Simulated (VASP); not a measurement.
# Rh (P6_3/mmc) in VASP: single point with PBE

Aim: the single point of Rh with PBE.

Everything below comes from runs of VASP 6.6.1. Logs are shortened: lines on timing, memory, paths and dates and some standing lists are left out, and cuts for length are marked.

## Step 1: The cell of the first run

It takes space group P6_3/mmc (No. 194, hexagonal). Conventional cell: a = 2.724 Å, b = 2.724 Å, c = 4.390 Å, α = 90.00°, β = 90.00°, γ = 120.00°. Within 3.6 Å of Rh (site symmetry -6m2) lie 12 Rh at 2.70 to 2.72 Å.

This isn't the form of Rh at room conditions, which is fcc.

## Step 2: Single point, PBE, non-collinear spin, zero start, spin-orbit coupling

File INCAR:

```
ALGO = Normal
EDIFF = 1E-6
ENCUT = 500
GGA = PE
GGA_COMPAT = F
ISIF = 2
ISMEAR = -1
LASPH = T
LCHARG = T
LMAXMIX = 4
LORBIT = 11
LORBMOM = T
LREAL = F
LSORBIT = T
LVHAR = T
LWAVE = F
MAGMOM = 0 0 0 0 0 0
NBANDS = 42
NELM = 200
PREC = Accurate
SIGMA = 0.05
```

File KPOINTS:

```
k-points
0
Gamma
  17 17 10
```

File POSCAR:

```
Rh
1.0
    2.7244023489      0.0000000000      0.0000000000
   -1.3622011745      2.3594016443      0.0000000000
    0.0000000000      0.0000000000      4.3899016023
Rh
2
Direct
    0.3333333333      0.6666666667      0.2500000000
    0.6666666667      0.3333333333      0.7500000000
```

Potentials or basis: VASP PAW PBE potentials, release 64 (Rh_pv).

The run is started by

```
> cat potpaw_PBE.64/Rh_pv/POTCAR > POTCAR
> mpirun -np 1 vasp_ncl > vasp.out
```

OUTCAR:

```text
EDIFF = 1E-6
   ENCUT = 500
   GGA = PE
   ISIF = 2
   ISMEAR = -1
   LASPH = T
   LORBIT = 11
   LREAL = F
   LSORBIT = T
   NELM = 200
   PREC = Accurate

 ion  position               nearest neighbor table
   1  0.333  0.667  0.250-   2 2.70   2 2.70   2 2.70   2 2.70   2 2.70   2 2.70
   2  0.667  0.333  0.750-   1 2.70   1 2.70   1 2.70   1 2.70   1 2.70   1 2.70

  LATTYP: Found a hexagonal cell.
 ALAT       =     2.7244023489
 C/A-ratio  =     1.6113264636

  Lattice vectors:

 A1 = (   2.7244023489,   0.0000000000,   0.0000000000)
 A2 = (  -1.3622011745,   2.3594016443,   0.0000000000)
 A3 = (   0.0000000000,   0.0000000000,   4.3899016023)

Analysis of symmetry for initial positions (statically):
=====================================================================
 Subroutine PRICEL returns:
 Original cell was already a primitive cell.

 Routine SETGRP: Setting up the symmetry group for a
 hexagonal supercell.

 Subroutine GETGRP returns: Found 24 space group operations
 (whereof 12 operations were pure point group operations)
 out of a pool of 24 trial point group operations.

The static configuration has the point symmetry D_3d.
 The point group associated with its full space group is D_6h.

Analysis of symmetry for dynamics (positions and initial velocities):
=====================================================================
 Subroutine PRICEL returns:
 Original cell was already a primitive cell.

 Routine SETGRP: Setting up the symmetry group for a
 hexagonal supercell.

 Subroutine GETGRP returns: Found 24 space group operations
 (whereof 12 operations were pure point group operations)
 out of a pool of 24 trial point group operations.

The dynamic configuration has the point symmetry D_3d.
 The point group associated with its full space group is D_6h.

Analysis of structural, dynamic, and magnetic symmetry:
=====================================================================
 Subroutine PRICEL returns:
 Original cell was already a primitive cell.

 Routine SETGRP: Setting up the symmetry group for a
 hexagonal supercell.

 Subroutine GETGRP returns: Found 24 space group operations
 (whereof 12 operations were pure point group operations)
 out of a pool of 24 trial point group operations.

The overall configuration has the point symmetry D_3d.
 The point group associated with its full space group is D_6h.

 Subroutine INISYM returns: Found 24 space group operations
 (whereof 12 operations are pure point group operations),
 and found     1 'primitive' translations

----------------------------------------------------------------------------------------

                                     Primitive cell

  volume of cell :      28.2181

  direct lattice vectors                    reciprocal lattice vectors
     2.724402349  0.000000000  0.000000000     0.367052980  0.211918137  0.000000000
    -1.362201175  2.359401644  0.000000000     0.000000000  0.423836273  0.000000000
     0.000000000  0.000000000  4.389901602     0.000000000  0.000000000  0.227795539

  length of vectors
     2.724402349  2.724402349  4.389901602     0.423836273  0.423836273  0.227795539

  position of ions in fractional coordinates (direct lattice)
     0.333333333  0.666666667  0.250000000
     0.666666667  0.333333333  0.750000000

  ion indices of the primitive-cell ions
   primitive index   ion index
                 1           1
                 2           2

----------------------------------------------------------------------------------------

 KPOINTS: k-points

Automatic generation of k-mesh.
 Grid dimensions read from file:
 generate k-points for:   17   17   10

 Generating k-lattice:

  Cartesian coordinates                     Fractional coordinates (reciprocal lattice)
     0.021591352  0.012465773  0.000000000     0.058823529  0.000000000  0.000000000
     0.000000000  0.024931545  0.000000000     0.000000000  0.058823529  0.000000000
     0.000000000  0.000000000  0.022779554     0.000000000  0.000000000  0.100000000

  Length of vectors
     0.024931545  0.024931545  0.022779554

  Shift w.r.t. Gamma in fractional coordinates (k-lattice)
     0.000000000  0.000000000  0.000000000

 Subroutine IBZKPT returns following result:
 ===========================================

 Found    198 irreducible k-points:

 Following reciprocal coordinates:
            Coordinates               Weight
  0.000000  0.000000  0.000000      1.000000
  0.058824  0.000000  0.000000      6.000000
  0.117647  0.000000  0.000000      6.000000
  0.176471 -0.000000  0.000000      6.000000
  0.235294  0.000000  0.000000      6.000000
[... 32 lines left out ...]
   ISPIN  =      1    spin polarized calculation?
   LNONCOLLINEAR =      T non collinear calculations
   LSORBIT =      T    spin-orbit coupling
   LASPH  =      T    aspherical Exc in radial PAW
   ENCUT  =  500.0 eV  36.75 Ry    6.06 a.u.   4.97  4.97  8.00*2*pi/ulx,y,z
   NELM   =    200;   NELMIN=  2; NELMDL= -5     # of ELM steps
   EDIFF  = 0.1E-05   stopping-criterion for ELM
   LREAL  =      F    real-space projection
[... 7 lines left out ...]
   TEBEG  =    0.0;   TEEND  =   0.0 temperature during run
   PSTRESS=    0.0 pullay stress
   NELECT =      30.0000    total number of electrons
   NUPDOWN=      -1.0000    fix difference up-down
   EMIN   =  10.00;   EMAX   =-10.00  energy-range for DOS
   EFERMI =   0.00;   METHOD = LEGACY
   ISMEAR =    -1;   SIGMA  =   0.05  broadening in eV -4-tet -1-fermi 0-gaus
   EFERMI_NEDOS =   21; number of points for ismear=-14 and -15
   IALGO  =     38    algorithm
   IMIX   =      4    mixing-type and parameters
     AMIX     =   0.40;   BMIX     =  1.00
     AMIX_MAG =   1.60;   BMIX_MAG =  1.00
  volume/ion in A,a.u.               =      14.11        95.21
  Fermi-wavevector in a.u.,A,eV,Ry     =   1.670857  3.157462 37.984243  2.791763
  Thomas-Fermi vector in A             =   2.756281
   LORBIT       =     11    0 simple, 1 ext, 2 COOP (PROOUT), +10 PAW based schemes
   GGA     = PE    functional components
   LHFCALC =     F    Hartree Fock is set to
   AEXX    =    0.0000 exact exchange contribution
   IVDW    =     0    specifies the selected vdW correction
   LEPSILON=     F    determine dielectric tensor
   LRPA    =     F    only Hartree local field effects (RPA)
  energy-cutoff  :      500.00
  volume of cell :       28.22
 maximum number of plane-waves:      1480
 NGX is ok and might be reduce to    20
   NGX =  9   NGY =  9   NGZ = 17

 number of electron      30.0000017 magnetization      -0.0000000     -0.0000000     -0.0000000

 number of electron      30.0000018 magnetization       0.0000000      0.0000000     -0.0000000

 number of electron      30.0000018 magnetization      -0.0000000      0.0000000     -0.0000000

 number of electron      30.0000018 magnetization       0.0000000      0.0000000      0.0000000

 Free energy of the ion-electron system (eV)
  ---------------------------------------------------
  ext. energy  EPLUGINS =         0.00000000
  ---------------------------------------------------
  free energy    TOTEN  =       -14.76585479 eV

  energy without entropy =      -14.73758869  energy(sigma->0) =      -14.75172174

 E-fermi :  11.5384     XC(G=0): -13.8631

 val. band max:       11.5295409568   @ k =   0.3529   0.0588   0.1000
 cond. band min:      11.5411321534   @ k =   0.4706   0.0588   0.4000
 fundamental gap:      0.0115911967
 Fermi energy:        11.5384495404

 k-point     1 :       0.0000    0.0000    0.0000
  band No.  band energies     occupation
      1     -37.7326      1.00000
      2     -37.7326      1.00000
      3     -37.4631      1.00000
      4     -37.4631      1.00000
      5     -34.1393      1.00000
      6     -34.1393      1.00000
[... 1069 lines left out ...]
     41      24.4228      0.00000
     42      24.4228      0.00000

 [... further k-points ...]
[... 5 lines left out ...]
  --------------------------------------------------------------------------------------
  -------------------------------------------------------------------------------------
  Total        0.0500233      0.0500233      0.0598855     -0.0000000      0.0000000     -0.0000000
  in kB        2.8402392      2.8402392      3.4001965     -0.0000000      0.0000000     -0.0000000
  external PRESSURE =       3.0268916 kB  Pullay stress =       0.0000000 kB

 VOLUME and BASIS-vectors are now :
 -----------------------------------------------------------------------------
  energy-cutoff  :      500.00
  volume of cell :       28.22
      direct lattice vectors                 reciprocal lattice vectors
     2.724402349  0.000000000  0.000000000     0.367052980  0.211918137  0.000000000
    -1.362201175  2.359401644  0.000000000     0.000000000  0.423836273  0.000000000
     0.000000000  0.000000000  4.389901602     0.000000000  0.000000000  0.227795539

 POSITION                                       TOTAL-FORCE (eV/Angst)
 -----------------------------------------------------------------------------------
     -0.00000      1.57293      1.09748         0.000000     -0.000000      0.000000
      1.36220      0.78647      3.29243        -0.000000      0.000000     -0.000000
 -----------------------------------------------------------------------------------
    total drift:                                0.000000      0.000000      0.000000

  FREE ENERGIE OF THE ION-ELECTRON SYSTEM (eV)
  ---------------------------------------------------
  free  energy   TOTEN  =       -14.7658547881 eV

  energy  without entropy=      -14.7375886879  energy(sigma->0) =      -14.75172174

 orbital moment (x)

 # of ion     p       d       tot
 ----------------------------------------
  1        -0.000  -0.000  -0.000
  2         0.000  -0.000  -0.000
 ----------------------------------------
           -0.000  -0.000  -0.000

 orbital moment (y)

 # of ion     p       d       tot
 ----------------------------------------
  1         0.000   0.000   0.000
  2         0.000   0.000   0.000
 ----------------------------------------
            0.000   0.000   0.000

 orbital moment (z)

 # of ion     p       d       tot
 ----------------------------------------
  1         0.000   0.000   0.000
  2         0.000   0.000   0.000
 ----------------------------------------
            0.000   0.000   0.000

 Spin-Orbit-Coupling matrix elements

 Ion:    1  E_soc:     -0.3113298
 l=   1
     0.0000000    -0.0413010    -0.0413475
    -0.0413010     0.0000000    -0.0413010
    -0.0413475    -0.0413010     0.0000000
 l=   2
     0.0000000    -0.0022142     0.0000000    -0.0022142    -0.0084697
    -0.0022142     0.0000000    -0.0061026    -0.0021837    -0.0022142
     0.0000000    -0.0061026     0.0000000    -0.0061026     0.0000000
    -0.0022142    -0.0021837    -0.0061026     0.0000000    -0.0022142
    -0.0084697    -0.0022142     0.0000000    -0.0022142     0.0000000
 l=   3
     0.0000000     0.0000000     0.0000000     0.0000000     0.0000000     0.0000000     0.0000000
     0.0000000     0.0000000     0.0000000     0.0000000     0.0000000     0.0000000     0.0000000
     0.0000000     0.0000000     0.0000000     0.0000000     0.0000000     0.0000000     0.0000000
     0.0000000     0.0000000     0.0000000     0.0000000     0.0000000     0.0000000     0.0000000
     0.0000000     0.0000000     0.0000000     0.0000000     0.0000000     0.0000000     0.0000000
     0.0000000     0.0000000     0.0000000     0.0000000     0.0000000     0.0000000     0.0000000
     0.0000000     0.0000000     0.0000000     0.0000000     0.0000000     0.0000000     0.0000000

 Ion:    2  E_soc:     -0.3113298
 l=   1
     0.0000000    -0.0413010    -0.0413475
    -0.0413010     0.0000000    -0.0413010
    -0.0413475    -0.0413010     0.0000000
 l=   2
     0.0000000    -0.0022142     0.0000000    -0.0022142    -0.0084697
    -0.0022142     0.0000000    -0.0061026    -0.0021837    -0.0022142
     0.0000000    -0.0061026     0.0000000    -0.0061026     0.0000000
    -0.0022142    -0.0021837    -0.0061026     0.0000000    -0.0022142
    -0.0084697    -0.0022142     0.0000000    -0.0022142     0.0000000
 l=   3
     0.0000000     0.0000000     0.0000000     0.0000000     0.0000000     0.0000000     0.0000000
     0.0000000     0.0000000     0.0000000     0.0000000     0.0000000     0.0000000     0.0000000
     0.0000000     0.0000000     0.0000000     0.0000000     0.0000000     0.0000000     0.0000000
     0.0000000     0.0000000     0.0000000     0.0000000     0.0000000     0.0000000     0.0000000
     0.0000000     0.0000000     0.0000000     0.0000000     0.0000000     0.0000000     0.0000000
     0.0000000     0.0000000     0.0000000     0.0000000     0.0000000     0.0000000     0.0000000
     0.0000000     0.0000000     0.0000000     0.0000000     0.0000000     0.0000000     0.0000000

 total charge

# of ion       s       p       d       tot
------------------------------------------
    1        0.399   6.288   7.060  13.746
    2        0.399   6.288   7.060  13.746
--------------------------------------------------
tot          0.797  12.575  14.119  27.492

 magnetization (x)

# of ion       s       p       d       tot
------------------------------------------
    1        0.000   0.000   0.000   0.000
    2        0.000   0.000   0.000   0.000
--------------------------------------------------
tot          0.000   0.000   0.000   0.000

 magnetization (y)

# of ion       s       p       d       tot
------------------------------------------
    1        0.000   0.000   0.000   0.000
    2        0.000   0.000  -0.000  -0.000
--------------------------------------------------
tot          0.000   0.000   0.000   0.000

 magnetization (z)

# of ion       s       p       d       tot
------------------------------------------
    1        0.000   0.000   0.000   0.000
    2        0.000   0.000   0.000   0.000
--------------------------------------------------
tot          0.000   0.000   0.000   0.000
```

Wall time 2.8 min (1 thread of AMD EPYC 9R45 (Zen 5), shared host); peak memory 0.37 GiB.

Results:

- Free energy: -14.7659 eV
- Pressure: 0.3 GPa
- Net moment: 0.00 μB per cell
- Valence electrons inside the program's atomic spheres: Rh 13.75

Moments on the atoms (μB; x, y, z):
```
Rh  0.00 0.00 0.00
Rh  0.00 0.00 0.00
```
